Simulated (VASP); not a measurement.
MoRu5:

```
Mo Ru
1.0
     2.72067    0.00000    0.00000
    -1.36033    2.35617    0.00000
     0.00000    0.00000   13.23531
Mo Ru
1 5
Cartesian
  0.0000 1.5708 6.6177
  1.3603 0.7854 0.0000
  1.3603 0.7854 4.4118
  1.3603 0.7854 8.8235
  0.0000 1.5708 11.0294
  0.0000 1.5708 2.2059
```

- Program: VASP 6.6.1
- Task: relaxation of cell and atoms
- Functional: PBE
- Potentials or basis: VASP PAW PBE potentials, release 64 (Mo_sv, Ru_pv)
- Cutoff: 600 eV
- k mesh: 6 × 6 × 2
- Occupations: gaussian, width 0.1 eV
- Spin: no spin polarisation

At the start: pressure -0.5 GPa; volume 14.14 Å³/atom.

Problem. Where does the relaxation end?

Solution. Over 6 steps the energy falls by 14.1 meV/atom and the volume is 14.11 Å³/atom (-0.2 %); space group P-6m2 (No. 187, to 0.05 Å).

The path:
| step | energy change (eV) | largest force (eV/Å) | pressure (GPa) | volume (Å³) |
| --- | --- | --- | --- | --- |
| 1 | 0.0000 | 0.5252 | -0.49 | 84.84 |
| 2 | -0.0427 | 0.2822 | 1.89 | 84.27 |
| 3 | -0.0537 | 0.3740 | 0.98 | 84.46 |
| 4 | -0.0741 | 0.1454 | -2.09 | 85.33 |
| 5 | -0.0741 | 0.1346 | -2.31 | 85.38 |
| 6 | -0.0845 | 0.0312 | 0.12 | 84.68 |

Final structure:
```xyz
6
Lattice="2.7364 0.0000 0.0000 -1.3682 2.3698 0.0000 0.0000 0.0000 13.0585" Properties=species:S:1:pos:R:3 pbc="T T T"
Mo    0.0000    1.5798    6.5293
Ru    1.3682    0.7899    0.0000
Ru    1.3682    0.7899    4.2999
Ru    1.3682    0.7899    8.7586
Ru    0.0000    1.5798   10.9388
Ru    0.0000    1.5798    2.1197
```

Caveat: the k points lie up to 0.44 Å⁻¹ apart in the final cell.
